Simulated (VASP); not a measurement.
Set up this calculation in VASP 6.6.1, as the native input.

```yaml
Task: single point
Functional: r2SCAN
Potentials_or_basis: VASP PAW PBE potentials, release 64 (Se)
Cutoff: 520 eV
k_mesh: 8 × 8 × 8
Occupations: fermi-dirac, width 0.02 eV
Spin: no spin polarisation
Dipole_correction: no
Further_INCAR_settings: ALGO = Normal; EDIFF = 1e-06; NBANDS = 9
```

Crystal: Se.

```
Se
1.0
     2.82155    0.00000    0.00000
     0.00000    2.82155    0.00000
     0.00000    0.00000    2.82155
Se
1
Direct
  0.00000 0.00000 0.00000
```

This isn't the form of Se at room conditions, which is trigonal, of chains.

The input as run:

POSCAR

```
Se
1.0
    2.8215461126      0.0000000000      0.0000000000
    0.0000000000      2.8215461126      0.0000000000
    0.0000000000      0.0000000000      2.8215461126
Se
1
Direct
    0.0000000000      0.0000000000      0.0000000000
```

INCAR.step1

```
SYSTEM = Se
ALGO = Normal
EDIFF = 1E-4
ENCUT = 520
GGA = PE
ISMEAR = -1
LASPH = .True.
LCHARG = .False.
LREAL = .False.
LWAVE = .True.
NBANDS = 9
NELM = 80
PREC = Accurate
SIGMA = 0.02
```

INCAR.step2

```
SYSTEM = Se
ALGO = Normal
EDIFF = 1E-6
ENCUT = 520
ISIF = 2
ISMEAR = -1
ISTART = 1
LASPH = .True.
LCHARG = .False.
LMIXTAU = .True.
LREAL = .False.
LWAVE = .False.
METAGGA = R2SCAN
NBANDS = 9
NELM = 80
PREC = Accurate
SIGMA = 0.02
```

KPOINTS

```
k-points
0
Gamma
  8 8 8
  0 0 0
```

Potentials or basis: VASP PAW PBE potentials, release 64 (Se).

Run with:

```console
$ cat potpaw_PBE.64/Se/POTCAR > POTCAR
$ cp INCAR.step1 INCAR
$ mpirun -np 1 vasp_std > vasp.out
$ cp INCAR.step2 INCAR
$ mpirun -np 1 vasp_std > vasp.out
```

Results of the run:

The pressure is -0.1 GPa and the band gap on the k mesh is zero (bands 3 and 4 overlap by 6.55 eV).

Caveat: the PAW data sets were made with another functional, which shifts forces and pressure a little.

Wall time 8.5 s on 1 thread of Intel(R) Xeon(R) 6975P-C (Granite Rapids), with other jobs on the host, peak memory 0.14 GiB.
